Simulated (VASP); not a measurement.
# Tl (Fm-3m) in VASP: notebook, part 2 of 2

VASP 6.6.1. The steps go on from the part before.

### 5 Single point, PBE

This run uses another cell than the first one, of 31.15 Å³/atom, 1.086 times its volume.

Contents of INCAR:

```
SYSTEM = Tl
ALGO = Normal
EDIFF = 1E-6
ENCUT = 520
GGA = PE
ISIF = 2
ISMEAR = 0
LASPH = .True.
LCHARG = .False.
LREAL = .False.
LWAVE = .False.
NBANDS = 12
NELM = 60
PREC = Accurate
SIGMA = 0.05
```

Contents of KPOINTS:

```
k-points
0
Gamma
  14 14 14
  0 0 0
```

Contents of POSCAR:

```
Tl
1.0
    0.0000000000      2.4974163377      2.4974163377
    2.4974163377      0.0000000000      2.4974163377
    2.4974163377      2.4974163377      0.0000000000
Tl
1
Direct
    0.0000000000      0.0000000000      0.0000000000
```

Potentials or basis: VASP PAW PBE potentials, release 64 (Tl_d).

Started as:

```bash
cat potpaw_PBE.64/Tl_d/POTCAR > POTCAR
mpirun -np 1 vasp_std > vasp.out
```

OUTCAR:

```text
SYSTEM = Tl
   EDIFF = 1E-6
   ENCUT = 520
   GGA = PE
   ISIF = 2
   ISMEAR = 0
   LASPH = .True.
   LREAL = .False.
   NELM = 60
   PREC = Accurate

 ion  position               nearest neighbor table
   1  0.000  0.000  0.000-

  LATTYP: Found a face centered cubic cell.
 ALAT       =     4.9948326754

  Lattice vectors:

 A1 = (   0.0000000000,   2.4974163377,   2.4974163377)
 A2 = (   2.4974163377,   0.0000000000,   2.4974163377)
 A3 = (   2.4974163377,   2.4974163377,   0.0000000000)

Analysis of symmetry for initial positions (statically):
=====================================================================
 Subroutine PRICEL returns:
 Original cell was already a primitive cell.

 Routine SETGRP: Setting up the symmetry group for a
 face centered cubic supercell.

 Subroutine GETGRP returns: Found 48 space group operations
[... 9 lines left out ...]

 Routine SETGRP: Setting up the symmetry group for a
 face centered cubic supercell.

 Subroutine GETGRP returns: Found 48 space group operations
[... 11 lines left out ...]
                                     Primitive cell

  volume of cell :      31.1532

  direct lattice vectors                    reciprocal lattice vectors
     0.000000000  2.497416338  2.497416338    -0.200206907  0.200206907  0.200206907
     2.497416338  0.000000000  2.497416338     0.200206907 -0.200206907  0.200206907
     2.497416338  2.497416338  0.000000000     0.200206907  0.200206907 -0.200206907

  length of vectors
     3.531880056  3.531880056  3.531880056     0.346768535  0.346768535  0.346768535

  position of ions in fractional coordinates (direct lattice)
     0.000000000  0.000000000  0.000000000

  ion indices of the primitive-cell ions
   primitive index   ion index
                 1           1

----------------------------------------------------------------------------------------

 KPOINTS: k-points

Automatic generation of k-mesh.
[... 85 lines left out ...]
     AMIX     =   0.40;   BMIX     =  1.00
     AMIX_MAG =   1.60;   BMIX_MAG =  1.00
  volume/ion in A,a.u.               =      31.15       210.23
  Fermi-wavevector in a.u.,A,eV,Ry     =   1.223362  2.311819 20.362679  1.496615
  Thomas-Fermi vector in A             =   2.358476
   LORBIT       =      0    0 simple, 1 ext, 2 COOP (PROOUT), +10 PAW based schemes
   GGA     = PE    functional components
   LHFCALC =     F    Hartree Fock is set to
   AEXX    =    0.0000 exact exchange contribution
   IVDW    =     0    specifies the selected vdW correction
   LEPSILON=     F    determine dielectric tensor
   LRPA    =     F    only Hartree local field effects (RPA)
 non-spin polarized calculation
 Gauss-broadening in eV      SIGMA  =   0.05
  energy-cutoff  :      520.00
  volume of cell :       31.15
 maximum number of plane-waves:       872
 NGX is ok and might be reduce to    28
   NGX = 13   NGY = 13   NGZ = 13

 number of electron      13.0000002 magnetization

 Free energy of the ion-electron system (eV)
  ---------------------------------------------------
  ext. energy  EPLUGINS =         0.00000000
  ---------------------------------------------------
  free energy    TOTEN  =        -2.20627934 eV

  energy without entropy =       -2.20528527  energy(sigma->0) =       -2.20578230

 E-fermi :   5.7136     XC(G=0):  -9.7694

 val. band max:        5.7132292702   @ k =  -0.4286   0.3571   0.1429
 cond. band min:       5.7283382536   @ k =  -0.3571   0.4286   0.2143
 fundamental gap:      0.0151089834
 Fermi energy:         5.7135623731

 k-point     1 :       0.0000    0.0000    0.0000
  band No.  band energies     occupation
      1      -5.7968      2.00000
      2      -5.7968      2.00000
      3      -5.7968      2.00000
      4      -5.5759      2.00000
      5      -5.5759      2.00000
      6      -3.7744      2.00000
      7      15.2704      0.00000
      8      15.2704      0.00000
      9      15.2704      0.00000
     10      16.5318      0.00000
     11      19.0073      0.00000
     12      20.0120      0.00000
[... 331 lines left out ...]
 k-point    24 :       0.2857    0.1429    0.0000
  band No.  band energies     occupation
      1      -5.8797      2.00000
      2      -5.7182      2.00000
      3      -5.6682      2.00000
      4      -5.6214      2.00000
      5      -5.4738      2.00000
      6      -2.2641      2.00000
      7       9.0484      0.00000
      8      12.4477      0.00000
      9      12.8495      0.00000
     10      15.5448      0.00000
     11      17.2656      0.00000
     12      21.3161      0.00000

 [... further k-points ...]
[... 5 lines left out ...]
  --------------------------------------------------------------------------------------
  -------------------------------------------------------------------------------------
  Total       -0.0113238     -0.0113238     -0.0113238     -0.0000000      0.0000000      0.0000000
  in kB       -0.5823687     -0.5823687     -0.5823687     -0.0000000      0.0000000      0.0000000
  external PRESSURE =      -0.5823687 kB  Pullay stress =       0.0000000 kB

 VOLUME and BASIS-vectors are now :
 -----------------------------------------------------------------------------
  energy-cutoff  :      520.00
  volume of cell :       31.15
      direct lattice vectors                 reciprocal lattice vectors
     0.000000000  2.497416338  2.497416338    -0.200206907  0.200206907  0.200206907
     2.497416338  0.000000000  2.497416338     0.200206907 -0.200206907  0.200206907
     2.497416338  2.497416338  0.000000000     0.200206907  0.200206907 -0.200206907

 POSITION                                       TOTAL-FORCE (eV/Angst)
 -----------------------------------------------------------------------------------
      0.00000      0.00000      0.00000        -0.000000      0.000000     -0.000000
 -----------------------------------------------------------------------------------
    total drift:                               -0.000000     -0.000000     -0.000000

  FREE ENERGIE OF THE ION-ELECTRON SYSTEM (eV)
  ---------------------------------------------------
  free  energy   TOTEN  =        -2.2062793356 eV

  energy  without entropy=       -2.2052852697  energy(sigma->0) =       -2.20578230
```

stdout:

```text
POSCAR found type information on POSCAR Tl
 POSCAR found :  1 types and       1 ions
 scaLAPACK will be used
 LDA part: xc-table for (Slater+PW92), standard interpolation
 POSCAR, INCAR and KPOINTS ok, starting setup
 FFT: planning ... GRIDC
 FFT: planning ... GRID_SOFT
 FFT: planning ... GRID
 WAVECAR not read
 entering main loop
```

Run time: 19 s. Hardware: 1 thread of Intel Xeon Platinum 8488C (Sapphire Rapids), shared host; peak memory 0.18 GiB.

Results:

```yaml
Free_energy: -2.2063 eV
Pressure: -0.1 GPa
```

Caveat: spin-orbit coupling is left out, which moves the levels of the heavy elements.

### 6 Summary

| cell | gap on the mesh (eV) | pressure (GPa) |
| --- | --- | --- |
| a = 3.436 Å, angles 60.0°, 1 atom | none | 2.7 |
| a = 3.457 Å, angles 60.0°, 1 atom | none | 2.0 |
| a = 3.530 Å, angles 60.0°, 1 atom | none | 0.0 |
| a = 3.532 Å, angles 60.0°, 1 atom | none | -0.1 |

Alike in all rows: task single point; level PBE; potentials or basis VASP PAW PBE potentials, release 64 (Tl_d); no spin polarisation; k mesh 14 × 14 × 14; cutoff (eV) 520; smearing gaussian 0.05 eV.

Caveats: spin-orbit coupling is left out, which moves the levels of the heavy elements.

Total energies depend on the potentials used, so only differences within one code and one set of settings carry meaning.
